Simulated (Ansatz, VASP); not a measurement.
AlNi in VASP and in Ansatz

```
CELL_PARAMETERS angstrom
2.04263 -2.04260 0.00000
2.04263 2.04260 0.00000
0.00000 0.00000 2.82310
ATOMIC_POSITIONS crystal
Al 0.00000 0.00000 0.00000
Ni 0.50000 0.50000 0.50000
```

Alike in both runs: task single point; functional PBE; k mesh 16 × 16 × 16; occupations gaussian, width 0.15 eV; no spin polarisation.

|  | VASP | Ansatz |
| --- | --- | --- |
| version | VASP 6.6.1 | Ansatz 0.2.0 |
| potentials or method | VASP PAW PBE potentials, release 64 (Al, Ni), cutoff 520 eV | scalar-relativistic, plane waves, PAW |
| valence electrons in the cell | 13 | 21 |

Ansatz gave:

- gap on the k mesh at the Fermi level (eV): none
- pressure (GPa): 4.6
- traceless stress, the component that is largest in VASP (GPa): 1.45

Estimate VASP's values.

gap on the k mesh at the Fermi level (eV): none; pressure (GPa): 4.6; traceless stress, the component that is largest in VASP (GPa): 1.49.

A gap of «none» marks a metal or a gap that the smearing closes. VASP's potentials hold 13 valence electrons a cell and Ansatz's 21, so a difference there can come from the potentials and not from the codes. Ansatz's warnings: near symmetry operations not taken.
